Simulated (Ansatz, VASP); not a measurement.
Two plane-wave programs on TaTiSi4

```
Ti Ta Si
1.0
     0.00000    4.13957    4.35558
     2.39480    0.00000    4.35558
     2.39480    4.13957    0.00000
Ti Ta Si
1 1 4
Cartesian
  3.5922 6.2094 6.5334
  2.3948 4.1396 4.3556
  1.1974 0.7948 2.1778
  1.1974 3.3448 2.1778
  2.3948 1.3279 4.3556
  2.3948 6.9512 4.3556
```

Alike in both runs: task single point; functional PBE; k mesh 4 × 4 × 4; occupations gaussian, width 0.1 eV; collinear spin.

```csv
,VASP,Ansatz
version,VASP 6.6.1,Ansatz 0.2.0
potentials or method,"VASP PAW PBE potentials, release 64 (Ti_sv, Ta_pv, Si), cutoff 500 eV","scalar-relativistic, plane waves, PAW"
valence electrons in the cell,39,41
```

VASP gave:

```
gap on the k mesh at the Fermi level (eV)                     : none
pressure (GPa)                                                : 0.0
traceless stress, the component that is largest in VASP (GPa) : 0.17
rms of the force components (eV/Å)                            : 0.004
net moment per atom (μB)                                      : 0.00
```

Q: Which values does Ansatz return?

A: gap on the k mesh at the Fermi level (eV): none; pressure (GPa): 0.0; traceless stress, the component that is largest in VASP (GPa): 0.16; rms of the force components (eV/Å): 0.003; net moment per atom (μB): 0.00.

Atom by atom the forces differ by 0.002 eV/Å (rms over components). A gap of «none» marks a metal or a gap that the smearing closes. The functional is the same, so the differences come from potentials, cutoffs and numerics. VASP's potentials hold 39 valence electrons a cell and Ansatz's 41, so a difference there can come from the potentials and not from the codes. Ansatz's warnings: seeded moment not kept.

The k mesh is coarse, so the values compare programs but aren't converged. Spin-orbit coupling is off throughout.
